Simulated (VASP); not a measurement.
# Ca (Im-3m) in VASP: a series of runs, part 3 of 3

VASP 6.6.1. The steps go on from the part before.

### 6 Single point, LDA (40.83 Å³/atom)

This run uses another cell than the first one, of 40.83 Å³/atom.

The input, INCAR:

```
SYSTEM = Ca
  ALGO = Normal
  EDIFF = 1E-6
  ENCUT = 520
  ISIF = 2
  ISMEAR = -1
  LASPH = .True.
  LCHARG = .False.
  LREAL = .False.
  LWAVE = .False.
  NBANDS = 11
  NELM = 100
  PREC = Accurate
  SIGMA = 0.1
```

The input, KPOINTS:

```
k-points
0
Gamma
  12 12 12
  0 0 0
```

The input, POSCAR:

```
Ca
1.0
   -2.1692403117      2.1692403117      2.1692403117
    2.1692403117     -2.1692403117      2.1692403117
    2.1692403117      2.1692403117     -2.1692403117
Ca
1
Direct
    0.0000000000      0.0000000000      0.0000000000
```

Potentials or basis: VASP PAW LDA potentials, release 64 (Ca_sv).

On the command line:

```
cat potpaw_LDA.64/Ca_sv/POTCAR > POTCAR
mpirun -np 1 vasp_std > vasp.out
```

OUTCAR:

```text
SYSTEM = Ca
   EDIFF = 1E-6
   ENCUT = 520
   ISIF = 2
   ISMEAR = -1
   LASPH = .True.
   LREAL = .False.
   NELM = 100
   PREC = Accurate

 ion  position               nearest neighbor table
   1  0.000  0.000  0.000-

  LATTYP: Found a body centered cubic cell.
 ALAT       =     4.3384806234

  Lattice vectors:

 A1 = (  -2.1692403117,   2.1692403117,   2.1692403117)
 A2 = (   2.1692403117,  -2.1692403117,   2.1692403117)
 A3 = (   2.1692403117,   2.1692403117,  -2.1692403117)

Analysis of symmetry for initial positions (statically):
=====================================================================
 Subroutine PRICEL returns:
 Original cell was already a primitive cell.

 Routine SETGRP: Setting up the symmetry group for a
 body centered cubic supercell.

 Subroutine GETGRP returns: Found 48 space group operations
 (whereof 48 operations were pure point group operations)
 out of a pool of 48 trial point group operations.

The static configuration has the point symmetry O_h .

Analysis of symmetry for dynamics (positions and initial velocities):
=====================================================================
 Subroutine PRICEL returns:
 Original cell was already a primitive cell.

 Routine SETGRP: Setting up the symmetry group for a
 body centered cubic supercell.

 Subroutine GETGRP returns: Found 48 space group operations
 (whereof 48 operations were pure point group operations)
 out of a pool of 48 trial point group operations.

The dynamic configuration has the point symmetry O_h .

 Subroutine INISYM returns: Found 48 space group operations
 (whereof 48 operations are pure point group operations),
 and found     1 'primitive' translations

----------------------------------------------------------------------------------------

                                     Primitive cell

  volume of cell :      40.8303

  direct lattice vectors                    reciprocal lattice vectors
    -2.169240312  2.169240312  2.169240312     0.000000000  0.230495440  0.230495440
     2.169240312 -2.169240312  2.169240312     0.230495440  0.000000000  0.230495440
     2.169240312  2.169240312 -2.169240312     0.230495440  0.230495440  0.000000000

  length of vectors
     3.757234434  3.757234434  3.757234434     0.325969777  0.325969777  0.325969777

  position of ions in fractional coordinates (direct lattice)
     0.000000000  0.000000000  0.000000000

  ion indices of the primitive-cell ions
   primitive index   ion index
                 1           1

----------------------------------------------------------------------------------------

 KPOINTS: k-points

Automatic generation of k-mesh.
 Grid dimensions read from file:
 generate k-points for:   12   12   12

 Generating k-lattice:

  Cartesian coordinates                     Fractional coordinates (reciprocal lattice)
     0.000000000  0.019207953  0.019207953     0.083333333  0.000000000  0.000000000
     0.019207953  0.000000000  0.019207953     0.000000000  0.083333333  0.000000000
     0.019207953  0.019207953  0.000000000     0.000000000  0.000000000  0.083333333

  Length of vectors
     0.027164148  0.027164148  0.027164148

  Shift w.r.t. Gamma in fractional coordinates (k-lattice)
     0.000000000  0.000000000  0.000000000

 Subroutine IBZKPT returns following result:
 ===========================================

 Found     72 irreducible k-points:

 Following reciprocal coordinates:
            Coordinates               Weight
  0.000000  0.000000  0.000000      1.000000
  0.083333  0.000000  0.000000     12.000000
  0.166667  0.000000  0.000000     12.000000
  0.250000  0.000000  0.000000     12.000000
  0.333333  0.000000  0.000000     12.000000
  0.416667  0.000000  0.000000     12.000000
[... 16 lines left out ...]
  0.333333  0.083333  0.083333     24.000000
  0.416667  0.083333  0.083333     12.000000
 [... further k-points ...]
   k-points           NKPTS =     72   k-points in BZ     NKDIM =     72   number of bands    NBANDS=     11
   number of dos      NEDOS =    301   number of ions     NIONS =      1
   total plane-waves  NPLWV =  21952
   dimension x,y,z NGX =    28 NGY =   28 NGZ =   28
   dimension x,y,z NGXF=    56 NGYF=   56 NGZF=   56
   ions per type =               1
   NGX,Y,Z   is equivalent  to a cutoff of  12.39, 12.39, 12.39 a.u.
   NGXF,Y,Z  is equivalent  to a cutoff of  24.78, 24.78, 24.78 a.u.
 SYSTEM =  Ca
   PREC   = accura    normal or accurate (medium, high low for compatibility)
   ISTART =      0    job   : 0-new  1-cont  2-samecut
   ICHARG =      2    charge: 1-file 2-atom 10-const
   ISPIN  =      1    spin polarized calculation?
   LNONCOLLINEAR =      F non collinear calculations
   LSORBIT =      F    spin-orbit coupling
   LASPH  =      T    aspherical Exc in radial PAW
   ENCUT  =  520.0 eV  38.22 Ry    6.18 a.u.   6.99  6.99  6.99*2*pi/ulx,y,z
   NELM   =    100;   NELMIN=  2; NELMDL= -5     # of ELM steps
   EDIFF  = 0.1E-05   stopping-criterion for ELM
   LREAL  =      F    real-space projection
   EDIFFG = 0.1E-04   stopping-criterion for IOM
   NSW    =      0    number of steps for IOM
   IBRION =     -1    ionic relax: 0-MD 1-quasi-New 2-CG
   NFREE  =      0    steps in history (QN), initial steepest desc. (CG)
   ISIF   =      2    stress and relaxation
   ISYM   =      2    0-nonsym 1-usesym 2-fastsym
   POTIM  = 0.5000    time-step for ionic-motion
   TEBEG  =    0.0;   TEEND  =   0.0 temperature during run
   PSTRESS=    0.0 pullay stress
   NELECT =      10.0000    total number of electrons
   NUPDOWN=      -1.0000    fix difference up-down
   EMIN   =  10.00;   EMAX   =-10.00  energy-range for DOS
   EFERMI =   0.00;   METHOD = LEGACY
   ISMEAR =    -1;   SIGMA  =   0.10  broadening in eV -4-tet -1-fermi 0-gaus
   EFERMI_NEDOS =   21; number of points for ismear=-14 and -15
   IALGO  =     38    algorithm
   IMIX   =      4    mixing-type and parameters
     AMIX     =   0.40;   BMIX     =  1.00
     AMIX_MAG =   1.60;   BMIX_MAG =  1.00
  volume/ion in A,a.u.               =      40.83       275.54
  Fermi-wavevector in a.u.,A,eV,Ry     =   1.024269  1.935587 14.274226  1.049126
  Thomas-Fermi vector in A             =   2.158047
   LORBIT       =      0    0 simple, 1 ext, 2 COOP (PROOUT), +10 PAW based schemes
   GGA     = CA    functional components
   LHFCALC =     F    Hartree Fock is set to
   AEXX    =    0.0000 exact exchange contribution
   IVDW    =     0    specifies the selected vdW correction
   LEPSILON=     F    determine dielectric tensor
   LRPA    =     F    only Hartree local field effects (RPA)
 non-spin polarized calculation
  energy-cutoff  :      520.00
  volume of cell :       40.83
 maximum number of plane-waves:      1144
   NGX = 13   NGY = 13   NGZ = 13

 number of electron      10.0000003 magnetization

 Free energy of the ion-electron system (eV)
  ---------------------------------------------------
  ext. energy  EPLUGINS =         0.00000000
  ---------------------------------------------------
  free energy    TOTEN  =        -2.20423548 eV

  energy without entropy =       -2.15600128  energy(sigma->0) =       -2.18011838

 E-fermi :   1.9473     XC(G=0):  -8.0693

 val. band max:        1.9428959395   @ k =   0.2500   0.2500   0.1667
 cond. band min:       1.9486096244   @ k =   0.5000   0.5000   0.2500
 fundamental gap:      0.0057136849
 Fermi energy:         1.9473259652

 k-point     1 :       0.0000    0.0000    0.0000
  band No.  band energies     occupation
      1     -39.5574      2.00000
      2     -20.7605      2.00000
      3     -20.7605      2.00000
      4     -20.7605      2.00000
      5      -2.1583      2.00000
      6       4.1758      0.00000
      7       4.1758      0.00000
      8       4.1758      0.00000
      9       5.2840      0.00000
     10       5.2840      0.00000
     11      12.4139      0.00000
[... 309 lines left out ...]
 k-point    24 :       0.4167    0.0833    0.0833
  band No.  band energies     occupation
      1     -39.5385      2.00000
      2     -20.9144      2.00000
      3     -20.8222      2.00000
      4     -20.7710      2.00000
      5       1.2437      1.99824
      6       2.0322      0.59931
      7       3.0226      0.00004
      8       5.2695      0.00000
      9       5.5727      0.00000
     10       6.5709      0.00000
     11       7.1124      0.00000

 [... further k-points ...]

------------------------ aborting loop because EDIFF is reached ----------------------------------------

  FORCE on cell =-STRESS in cart. coord.  units (eV):
  Direction    XX          YY          ZZ          XY          YZ          ZX
  --------------------------------------------------------------------------------------
  -------------------------------------------------------------------------------------
  Total       -0.3262520     -0.3262520     -0.3262520     -0.0000000     -0.0000000      0.0000000
  in kB      -12.8020872    -12.8020872    -12.8020872     -0.0000000     -0.0000000      0.0000000
  external PRESSURE =     -12.8020872 kB  Pullay stress =       0.0000000 kB

 VOLUME and BASIS-vectors are now :
 -----------------------------------------------------------------------------
  energy-cutoff  :      520.00
  volume of cell :       40.83
      direct lattice vectors                 reciprocal lattice vectors
    -2.169240312  2.169240312  2.169240312     0.000000000  0.230495440  0.230495440
     2.169240312 -2.169240312  2.169240312     0.230495440  0.000000000  0.230495440
     2.169240312  2.169240312 -2.169240312     0.230495440  0.230495440  0.000000000

 POSITION                                       TOTAL-FORCE (eV/Angst)
 -----------------------------------------------------------------------------------
      0.00000      0.00000      0.00000         0.000000      0.000000      0.000000
 -----------------------------------------------------------------------------------
    total drift:                               -0.000000     -0.000000     -0.000000

  FREE ENERGIE OF THE ION-ELECTRON SYSTEM (eV)
  ---------------------------------------------------
  free  energy   TOTEN  =        -2.2042354803 eV

  energy  without entropy=       -2.1560012780  energy(sigma->0) =       -2.18011838
```

OSZICAR:

```text
N       E                     dE             d eps       ncg     rms          rms(c)
DAV:   1     0.666576620374E+02    0.66658E+02   -0.50469E+03  1584   0.823E+02
DAV:   2    -0.673932523068E+00   -0.67332E+02   -0.66693E+02  1734   0.209E+02
DAV:   3    -0.214849313927E+01   -0.14746E+01   -0.14559E+01  2287   0.307E+01
DAV:   4    -0.221958387808E+01   -0.71091E-01   -0.70839E-01  2075   0.513E+00
DAV:   5    -0.222103175478E+01   -0.14479E-02   -0.14473E-02  2181   0.610E-01    0.228E+00
DAV:   6    -0.220796139924E+01    0.13070E-01   -0.14837E-02  1951   0.130E+00    0.139E+00
DAV:   7    -0.220474185762E+01    0.32195E-02   -0.19839E-02  1886   0.160E+00    0.103E-01
DAV:   8    -0.220422842767E+01    0.51343E-03   -0.21624E-03  1889   0.455E-01    0.180E-02
DAV:   9    -0.220423452285E+01   -0.60952E-05   -0.72342E-05  2036   0.736E-02    0.688E-03
DAV:  10    -0.220423562877E+01   -0.11059E-05   -0.59405E-06  2382   0.189E-02    0.772E-04
DAV:  11    -0.220423548033E+01    0.14845E-06   -0.19640E-07  1158   0.456E-03
   1 F= -.22042355E+01 E0= -.21801184E+01  d E =-.482342E-01
```

stdout:

```text
POSCAR found type information on POSCAR Ca
 POSCAR found :  1 types and       1 ions
 scaLAPACK will be used
 LDA part: xc-table for (Slater(with rela. corr.)+CA(PZ))
 , standard interpolation
 POSCAR, INCAR and KPOINTS ok, starting setup
 FFT: planning ... GRIDC
 FFT: planning ... GRID_SOFT
 FFT: planning ... GRID
 WAVECAR not read
 entering main loop
```

It took 35 s on 1 thread of Intel Xeon 8259CL, shared host; peak memory 0.16 GiB.

What came out:

```
Free energy            : -2.2042 eV
Pressure               : -1.3 GPa
Band gap on the k mesh : zero (bands 5 and 6 overlap by 0.36 eV)
```

### 7 Overview

| cell | gap on the mesh (eV) | pressure (GPa) |
| --- | --- | --- |
| a = 3.562 Å, angles 109.5°, 1 atom | none | 1.8 |
| a = 3.613 Å, angles 109.5°, 1 atom | none | 0.8 |
| a = 3.662 Å, angles 109.5°, 1 atom | none | 0.0 |
| a = 3.710 Å, angles 109.5°, 1 atom | none | -0.7 |
| a = 3.757 Å, angles 109.5°, 1 atom | none | -1.3 |

Alike in all rows: task single point; level LDA; potentials or basis VASP PAW LDA potentials, release 64 (Ca_sv); no spin polarisation; k mesh 12 × 12 × 12; cutoff (eV) 520; smearing fermi-dirac 0.1 eV.

Total energies depend on the potentials used, so only differences within one code and one set of settings carry meaning.
